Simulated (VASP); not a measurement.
# W (Fm-3m) in VASP: further runs

W is run at these levels: PBEsol; tasks: single point.

Program: VASP 6.6.1. These are calculated values, not measurements. Logs are shortened: lines on timing, memory, paths and dates and some standing lists are left out, and cuts for length are marked.

## Step 1: The cell of the first run

Symmetry: Fm-3m, No. 225, cubic system. Conventional cell: a = 3.891 Å, b = 3.891 Å, c = 3.891 Å, α = 90.00°, β = 90.00°, γ = 90.00°. Within 3.6 Å of W (site symmetry m-3m) lie 12 W at 2.75 Å.

## Step 2: Single point, PBEsol

The input, INCAR:

```
ALGO = Normal
EDIFF = 1E-6
ENCUT = 520
GGA = PS
ISIF = 2
ISMEAR = -1
LASPH = True
LCHARG = False
LREAL = False
LWAVE = False
NBANDS = 13
NELM = 80
PREC = Accurate
SIGMA = 0.05
```

The input, KPOINTS:

```
k-points
0
Gamma
  11 11 11
```

The input, POSCAR:

```
W
1.0
    0.0000000000      1.9457100313      1.9457100313
    1.9457100313      0.0000000000      1.9457100313
    1.9457100313      1.9457100313      0.0000000000
W
1
Direct
    0.0000000000      0.0000000000      0.0000000000
```

Potentials or basis: VASP PAW PBE potentials, release 64 (W_sv).

On the command line:

```bash
> cat potpaw_PBE.64/W_sv/POTCAR > POTCAR
> mpirun -np 1 vasp_std > vasp.out
```

OUTCAR:

```text
EDIFF = 1E-6
   ENCUT = 520
   GGA = PS
   ISIF = 2
   ISMEAR = -1
   LASPH = True
   LREAL = False
   NELM = 80
   PREC = Accurate

 ion  position               nearest neighbor table
   1  0.000  0.000  0.000-

  LATTYP: Found a face centered cubic cell.
 ALAT       =     3.8914200626

  Lattice vectors:

 A1 = (   0.0000000000,   1.9457100313,   1.9457100313)
 A2 = (   1.9457100313,   0.0000000000,   1.9457100313)
 A3 = (   1.9457100313,   1.9457100313,   0.0000000000)

Analysis of symmetry for initial positions (statically):
=====================================================================
 Subroutine PRICEL returns:
 Original cell was already a primitive cell.

 Routine SETGRP: Setting up the symmetry group for a
 face centered cubic supercell.

 Subroutine GETGRP returns: Found 48 space group operations
 (whereof 48 operations were pure point group operations)
 out of a pool of 48 trial point group operations.

The static configuration has the point symmetry O_h .

Analysis of symmetry for dynamics (positions and initial velocities):
=====================================================================
 Subroutine PRICEL returns:
 Original cell was already a primitive cell.

 Routine SETGRP: Setting up the symmetry group for a
 face centered cubic supercell.

 Subroutine GETGRP returns: Found 48 space group operations
 (whereof 48 operations were pure point group operations)
 out of a pool of 48 trial point group operations.

The dynamic configuration has the point symmetry O_h .

 Subroutine INISYM returns: Found 48 space group operations
 (whereof 48 operations are pure point group operations),
 and found     1 'primitive' translations

----------------------------------------------------------------------------------------

                                     Primitive cell

  volume of cell :      14.7321

  direct lattice vectors                    reciprocal lattice vectors
     0.000000000  1.945710031  1.945710031    -0.256975599  0.256975599  0.256975599
     1.945710031  0.000000000  1.945710031     0.256975599 -0.256975599  0.256975599
     1.945710031  1.945710031  0.000000000     0.256975599  0.256975599 -0.256975599

  length of vectors
     2.751649515  2.751649515  2.751649515     0.445094793  0.445094793  0.445094793

  position of ions in fractional coordinates (direct lattice)
     0.000000000  0.000000000  0.000000000

  ion indices of the primitive-cell ions
   primitive index   ion index
                 1           1

----------------------------------------------------------------------------------------

 KPOINTS: k-points

Automatic generation of k-mesh.
 Grid dimensions read from file:
 generate k-points for:   11   11   11

 Generating k-lattice:

  Cartesian coordinates                     Fractional coordinates (reciprocal lattice)
    -0.023361418  0.023361418  0.023361418     0.090909091  0.000000000  0.000000000
     0.023361418 -0.023361418  0.023361418     0.000000000  0.090909091  0.000000000
     0.023361418  0.023361418 -0.023361418     0.000000000  0.000000000  0.090909091

  Length of vectors
     0.040463163  0.040463163  0.040463163

  Shift w.r.t. Gamma in fractional coordinates (k-lattice)
     0.000000000  0.000000000  0.000000000

 Subroutine IBZKPT returns following result:
 ===========================================

 Found     56 irreducible k-points:

 Following reciprocal coordinates:
            Coordinates               Weight
  0.000000  0.000000  0.000000      1.000000
  0.090909  0.000000  0.000000      8.000000
  0.181818  0.000000  0.000000      8.000000
  0.272727  0.000000  0.000000      8.000000
  0.363636  0.000000  0.000000      8.000000
  0.454545  0.000000  0.000000      8.000000
[... 16 lines left out ...]
 -0.272727  0.181818  0.000000     24.000000
 -0.181818  0.181818  0.000000     12.000000
 [... further k-points ...]
   k-points           NKPTS =     56   k-points in BZ     NKDIM =     56   number of bands    NBANDS=     13
   number of dos      NEDOS =    301   number of ions     NIONS =      1
   total plane-waves  NPLWV =   8000
   dimension x,y,z NGX =    20 NGY =   20 NGZ =   20
   dimension x,y,z NGXF=    40 NGYF=   40 NGZF=   40
   ions per type =               1
   NGX,Y,Z   is equivalent  to a cutoff of  12.08, 12.08, 12.08 a.u.
   NGXF,Y,Z  is equivalent  to a cutoff of  24.17, 24.17, 24.17 a.u.
 SYSTEM =  unknown system
   PREC   = accura    normal or accurate (medium, high low for compatibility)
   ISTART =      0    job   : 0-new  1-cont  2-samecut
   ICHARG =      2    charge: 1-file 2-atom 10-const
   ISPIN  =      1    spin polarized calculation?
   LNONCOLLINEAR =      F non collinear calculations
   LSORBIT =      F    spin-orbit coupling
   LASPH  =      T    aspherical Exc in radial PAW
   ENCUT  =  520.0 eV  38.22 Ry    6.18 a.u.   5.12  5.12  5.12*2*pi/ulx,y,z
   NELM   =     80;   NELMIN=  2; NELMDL= -5     # of ELM steps
   EDIFF  = 0.1E-05   stopping-criterion for ELM
   LREAL  =      F    real-space projection
   EDIFFG = 0.1E-04   stopping-criterion for IOM
   NSW    =      0    number of steps for IOM
   IBRION =     -1    ionic relax: 0-MD 1-quasi-New 2-CG
   NFREE  =      0    steps in history (QN), initial steepest desc. (CG)
   ISIF   =      2    stress and relaxation
   ISYM   =      2    0-nonsym 1-usesym 2-fastsym
   POTIM  = 0.5000    time-step for ionic-motion
   TEBEG  =    0.0;   TEEND  =   0.0 temperature during run
   PSTRESS=    0.0 pullay stress
   NELECT =      14.0000    total number of electrons
   NUPDOWN=      -1.0000    fix difference up-down
   EMIN   =  10.00;   EMAX   =-10.00  energy-range for DOS
   EFERMI =   0.00;   METHOD = LEGACY
   ISMEAR =    -1;   SIGMA  =   0.05  broadening in eV -4-tet -1-fermi 0-gaus
   EFERMI_NEDOS =   21; number of points for ismear=-14 and -15
   IALGO  =     38    algorithm
   IMIX   =      4    mixing-type and parameters
     AMIX     =   0.40;   BMIX     =  1.00
     AMIX_MAG =   1.60;   BMIX_MAG =  1.00
  volume/ion in A,a.u.               =      14.73        99.42
  Fermi-wavevector in a.u.,A,eV,Ry     =   1.609519  3.041550 35.246584  2.590551
  Thomas-Fermi vector in A             =   2.705216
   LORBIT       =      0    0 simple, 1 ext, 2 COOP (PROOUT), +10 PAW based schemes
   GGA     = PS    functional components
   LHFCALC =     F    Hartree Fock is set to
   AEXX    =    0.0000 exact exchange contribution
   IVDW    =     0    specifies the selected vdW correction
   LEPSILON=     F    determine dielectric tensor
   LRPA    =     F    only Hartree local field effects (RPA)
 non-spin polarized calculation
  energy-cutoff  :      520.00
  volume of cell :       14.73
 maximum number of plane-waves:       411
   NGX = 11   NGY = 11   NGZ = 11

 number of electron      14.0000003 magnetization

 Free energy of the ion-electron system (eV)
  ---------------------------------------------------
  ext. energy  EPLUGINS =         0.00000000
  ---------------------------------------------------
  free energy    TOTEN  =       -13.20396391 eV

  energy without entropy =      -13.19537584  energy(sigma->0) =      -13.19966987

 E-fermi :  11.7937     XC(G=0): -14.1719

 val. band max:       11.7756935761   @ k =   0.4545   0.0909   0.0000
 cond. band min:      11.8007912751   @ k =   0.1818   0.0909   0.0000
 fundamental gap:      0.0250976990
 Fermi energy:        11.7937321842

 k-point     1 :       0.0000    0.0000    0.0000
  band No.  band energies     occupation
      1     -61.5989      2.00000
      2     -25.0531      2.00000
      3     -25.0531      2.00000
      4     -25.0531      2.00000
      5       2.3045      2.00000
      6      11.1376      2.00000
      7      11.1376      2.00000
      8      11.1376      2.00000
      9      14.7675      0.00000
     10      14.7675      0.00000
     11      24.8097      0.00000
     12      30.5376      0.00000
     13      30.5376      0.00000

 k-point     2 :       0.0909    0.0000    0.0000
  band No.  band energies     occupation
      1     -61.5852      2.00000
      2     -25.1955      2.00000
      3     -25.0706      2.00000
      4     -25.0706      2.00000
      5       2.7152      2.00000
      6      10.8273      2.00000
      7      11.3244      1.99983
      8      11.3244      1.99983
      9      14.5883      0.00000
     10      14.5883      0.00000
     11      25.6202      0.00000
     12      29.1214      0.00000
     13      31.3154      0.00000

 k-point     3 :       0.1818    0.0000    0.0000
  band No.  band energies     occupation
      1     -61.5486      2.00000
      2     -25.5662      2.00000
      3     -25.1174      2.00000
      4     -25.1174      2.00000
      5       3.7924      2.00000
      6      10.2489      2.00000
      7      11.6506      1.89199
      8      11.6506      1.89199
      9      14.4341      0.00000
     10      14.4341      0.00000
     11      26.3953      0.00000
     12      28.4036      0.00000
     13      33.4500      0.00000

 k-point     4 :       0.2727    0.0000    0.0000
  band No.  band energies     occupation
      1     -61.5004      2.00000
      2     -26.0291      2.00000
      3     -25.1778      2.00000
      4     -25.1778      2.00000
      5       4.9934      2.00000
      6      10.1773      2.00000
      7      11.5546      1.98339
      8      11.5546      1.98339
      9      15.0874      0.00000
     10      15.0874      0.00000
     11      24.9040      0.00000
     12      30.1239      0.00000
     13      36.2916      0.00000

 k-point     5 :       0.3636    0.0000    0.0000
  band No.  band energies     occupation
      1     -61.4558      2.00000
      2     -26.4347      2.00000
      3     -25.2326      2.00000
      4     -25.2326      2.00000
      5       5.5707      2.00000
      6      11.1620      1.99999
      7      11.1620      1.99999
      8      11.2481      1.99996
      9      16.4037      0.00000
     10      16.4037      0.00000
     11      23.8400      0.00000
     12      28.0618      0.00000
     13      34.3155      0.00000

 k-point     6 :       0.4545    0.0000    0.0000
  band No.  band energies     occupation
      1     -61.4292      2.00000
      2     -26.6678      2.00000
      3     -25.2649      2.00000
      4     -25.2649      2.00000
      5       5.6372      2.00000
      6      10.8886      2.00000
      7      10.8886      2.00000
      8      12.6558      0.00000
      9      17.5167      0.00000
     10      17.5167      0.00000
     11      23.6412      0.00000
     12      25.1547      0.00000
     13      32.0182      0.00000

 k-point     7 :       0.0909    0.0909    0.0000
  band No.  band energies     occupation
      1     -61.5807      2.00000
      2     -25.1923      2.00000
      3     -25.1016      2.00000
      4     -25.1016      2.00000
      5       2.8534      2.00000
      6      10.5889      2.00000
      7      11.4767      1.99648
      8      11.4767      1.99648
      9      14.0644      0.00000
     10      14.9550      0.00000
     11      25.9144      0.00000
     12      29.7368      0.00000
     13      30.9489      0.00000
[... 193 lines left out ...]
 k-point    20 :       0.4545    0.1818    0.0000
  band No.  band energies     occupation
      1     -61.4195      2.00000
      2     -26.4387      2.00000
      3     -25.5113      2.00000
      4     -25.3863      2.00000
      5       6.7140      2.00000
      6       9.3059      2.00000
      7      10.6413      2.00000
      8      12.4235      0.00001
      9      17.8352      0.00000
     10      18.0182      0.00000
     11      24.2680      0.00000
     12      27.9820      0.00000
     13      31.0430      0.00000

 k-point    21 :      -0.4545    0.1818    0.0000
  band No.  band energies     occupation
      1     -61.4045      2.00000
      2     -26.5390      2.00000
      3     -25.6038      2.00000
      4     -25.3654      2.00000
      5       6.8728      2.00000
      6       9.3152      2.00000
      7      11.4051      1.99916
      8      12.1122      0.00342
      9      17.4761      0.00000
     10      19.7669      0.00000
     11      22.7592      0.00000
     12      27.4953      0.00000
     13      31.6120      0.00000

 k-point    22 :      -0.3636    0.1818    0.0000
  band No.  band energies     occupation
      1     -61.4133      2.00000
      2     -26.4641      2.00000
      3     -25.6390      2.00000
      4     -25.3083      2.00000
      5       7.0213      2.00000
      6       9.5636      2.00000
      7      10.9615      2.00000
      8      12.0537      0.01098
      9      16.0405      0.00000
     10      19.7142      0.00000
     11      24.0964      0.00000
     12      27.8892      0.00000
     13      30.6133      0.00000

 k-point    23 :      -0.2727    0.1818    0.0000
  band No.  band energies     occupation
      1     -61.4431      2.00000
      2     -26.2507      2.00000
      3     -25.5888      2.00000
      4     -25.2322      2.00000
      5       6.8672      2.00000
      6       9.7335      2.00000
      7      10.1936      2.00000
      8      12.3033      0.00007
      9      14.3463      0.00000
     10      18.7802      0.00000
     11      26.0426      0.00000
     12      28.9184      0.00000
     13      31.5481      0.00000

 k-point    24 :      -0.1818    0.1818    0.0000
  band No.  band energies     occupation
      1     -61.4842      2.00000
      2     -25.9843      2.00000
      3     -25.4429      2.00000
      4     -25.1611      2.00000
      5       5.8174      2.00000
      6       9.4295      2.00000
      7      11.0160      2.00000
      8      12.8298      0.00000
      9      12.9382      0.00000
     10      17.0739      0.00000
     11      27.0655      0.00000
     12      30.5937      0.00000
     13      31.9928      0.00000

 [... further k-points ...]
[... 5 lines left out ...]
  --------------------------------------------------------------------------------------
  -------------------------------------------------------------------------------------
  Total        2.8703361      2.8703361      2.8703361      0.0000000     -0.0000000      0.0000000
  in kB      312.1612410    312.1612410    312.1612410      0.0000000     -0.0000000      0.0000000
  external PRESSURE =     312.1612410 kB  Pullay stress =       0.0000000 kB

 VOLUME and BASIS-vectors are now :
 -----------------------------------------------------------------------------
  energy-cutoff  :      520.00
  volume of cell :       14.73
      direct lattice vectors                 reciprocal lattice vectors
     0.000000000  1.945710031  1.945710031    -0.256975599  0.256975599  0.256975599
     1.945710031  0.000000000  1.945710031     0.256975599 -0.256975599  0.256975599
     1.945710031  1.945710031  0.000000000     0.256975599  0.256975599 -0.256975599

 POSITION                                       TOTAL-FORCE (eV/Angst)
 -----------------------------------------------------------------------------------
      0.00000      0.00000      0.00000         0.000000      0.000000     -0.000000
 -----------------------------------------------------------------------------------
    total drift:                               -0.000000     -0.000000     -0.000000

  FREE ENERGIE OF THE ION-ELECTRON SYSTEM (eV)
  ---------------------------------------------------
  free  energy   TOTEN  =       -13.2039639086 eV

  energy  without entropy=      -13.1953758401  energy(sigma->0) =      -13.19966987
```

It took 5.6 s on 1 thread of AMD EPYC 7R13 (Zen 3), shared host; peak memory 0.1 GiB.

Results:

```
Free energy            : -13.2040 eV
Pressure               : 31.2 GPa
Band gap on the k mesh : zero (band 7 reaches 15.20 eV, above the bottom of band 8 at 11.14 eV)
```

Caveat: the PAW data sets were made with another functional, which shifts forces and pressure a little; spin-orbit coupling is left out, which moves the levels of the heavy elements.

(Part 1 of 2 ends here.)
